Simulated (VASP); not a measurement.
Input of a VASP 6.6.1 run:

The input INCAR:

```
SYSTEM = Si
PREC = Accurate
ENCUT = 500
EDIFF = 1E-6
ISMEAR = 0
SIGMA = 0.025
LREAL = .False.
LASPH = .True.
NELM = 200
ALGO = Normal
ISIF = 2
LWAVE = .False.
LCHARG = .False.
ISPIN = 2
MAGMOM = 0.5 0.5
LORBIT = 11
NUPDOWN = 1.0
GGA = LIBXC
LIBXC1 = GGA_X_PBE_SOL
LIBXC2 = GGA_C_PBE
NBANDS = 15
GGA_COMPAT = .False.
```

Contents of KPOINTS:

```
Automatic mesh
0
Gamma
  8 8 8
  0 0 0
```

File POSCAR:

```
Si
1.0
    0.0000000000      2.7752343705      2.7752343705
    2.7752343705      0.0000000000      2.7752343705
    2.7752343705      2.7752343705      0.0000000000
Si
2
Direct
    0.5000000000      0.5000000000      0.5000000000
    0.7500000000      0.7500000000      0.7500000000
```

Potentials or basis: VASP PAW PBE potentials, release 64 (Si).

Run with:

```console
$ cat potpaw_PBE.64/Si/POTCAR > POTCAR
$ mpirun -np 1 vasp_std > vasp.out
```

Q: Predict the pressure.

A: -4.7 GPa.

Caveat: the cell stands under tension; the PAW data sets were made with another functional, which shifts forces and pressure a little; the total moment is fixed, so each spin has its own Fermi level.
